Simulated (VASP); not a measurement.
Input of a VASP 6.6.1 run:

The input POSCAR:

```
MnZn
1.0
    3.0700000000      0.0000000000      0.0000000000
    0.0000000000      3.0700000000      0.0000000000
    0.0000000000      0.0000000000      3.0700000000
Mn Zn
1 1
Direct
    0.0000000000      0.0000000000      0.0000000000
    0.5000000000      0.5000000000      0.5000000000
```

File INCAR.step1:

```
PREC = Accurate
ENCUT = 520
ISMEAR = -1
SIGMA = 0.1
LREAL = F
LASPH = T
NELM = 150
ISPIN = 2
MAGMOM = 4 0
LMAXMIX = 4
NBANDS = 24
GGA = PE
ALGO = Normal
EDIFF = 1E-4
LWAVE = T
LCHARG = F
```

File INCAR.step2:

```
PREC = Accurate
ENCUT = 520
EDIFF = 1E-6
ISMEAR = -1
SIGMA = 0.1
LREAL = F
LASPH = T
NELM = 150
ALGO = Normal
ISIF = 2
LWAVE = F
LCHARG = F
ISPIN = 2
MAGMOM = 4 0
LORBIT = 11
LMAXMIX = 4
METAGGA = R2SCAN
LMIXTAU = T
NBANDS = 24
ISTART = 1
```

Contents of KPOINTS:

```
regular mesh
0
Gamma
  7 7 7
```

Potentials or basis: VASP PAW PBE potentials, release 64 (Mn_pv, Zn).

Command:

```sh
$ cat potpaw_PBE.64/Mn_pv/POTCAR potpaw_PBE.64/Zn/POTCAR > POTCAR
$ cp INCAR.step1 INCAR
$ mpirun -np 1 vasp_std > vasp.out
$ cp INCAR.step2 INCAR
$ mpirun -np 1 vasp_std > vasp.out
```

(1) Estimate the pressure.

(2) Predict the site moments.

(3) Predict the net moment.

Results:

(1) -0.1 GPa.

(2) Mn +3.90; Zn -0.11 μB.

(3) 3.87 μB per cell.

Caveat: the PAW data sets were made with another functional, which shifts forces and pressure a little.
